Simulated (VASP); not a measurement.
Set up this calculation in VASP 6.6.1, as the native input.

- Task: single point
- Functional: PBE
- Dispersion: D3(BJ)
- Potentials or basis: VASP PAW PBE potentials, release 64 (Au)
- Cutoff: 400 eV
- k mesh: 16 × 16 × 1
- Occupations: gaussian, width 0.05 eV
- Spin: no spin polarisation
- Dipole correction: yes
- Further INCAR settings: ALGO = Normal; EDIFF = 1e-06; NBANDS = 48; NELMDL = -8

The structure of Au lies in POSCAR:

```
Au
1.0
    2.8835814537      0.0000000000      0.0000000000
   -1.4417907268      2.4972547928      0.0000000000
    0.0000000000      0.0000000000     52.0532127667
Au
7
Direct
    0.0000000000      0.0000000000      0.1699067933
    0.3333333333      0.6666666667      0.2169890022
    0.6666666667      0.3333333333      0.2628225079
    0.0000000000      0.0000000000      0.3085938857
    0.3333333333      0.6666666667      0.3543652636
    0.6666666667      0.3333333333      0.4001987693
    0.0000000000      0.0000000000      0.4472809782
```

These files were run (other wordings do the same):

INCAR

```
SYSTEM = Au
  ALGO = Normal
  DIPOL = 0.5 0.5 0.309
  EDIFF = 1E-6
  ENCUT = 400
  GGA = PE
  GGA_COMPAT = .FALSE.
  IDIPOL = 3
  ISIF = 2
  ISMEAR = 0
  IVDW = 12
  LASPH = .TRUE.
  LCHARG = .TRUE.
  LDIPOL = .TRUE.
  LELF = .TRUE.
  LREAL = .FALSE.
  LVACPOTAV = .TRUE.
  LVHAR = .TRUE.
  LWAVE = .FALSE.
  NBANDS = 48
  NELM = 120
  NELMDL = -8
  PREC = Accurate
  SIGMA = 0.05
```

KPOINTS

```
k-points
0
G
  16 16 1
  0 0 0
```

Potentials or basis: VASP PAW PBE potentials, release 64 (Au).

Launch:

```bash
$ cat potpaw_PBE.64/Au/POTCAR > POTCAR
$ mpirun -np 1 vasp_std > vasp.out
```

Results of the run:

The largest force is 0.006 eV/Å. The band gap on the k mesh is zero (an odd number of electrons rules out a gap without spin polarisation). The dispersion energy per atom is -0.565 eV.

Caveat: spin-orbit coupling is left out, which moves the levels of the heavy elements.

Wall time 24 min on 1 thread of Oxide Virtual Turin-like Processor, on a shared host, peak memory 0.48 GiB.
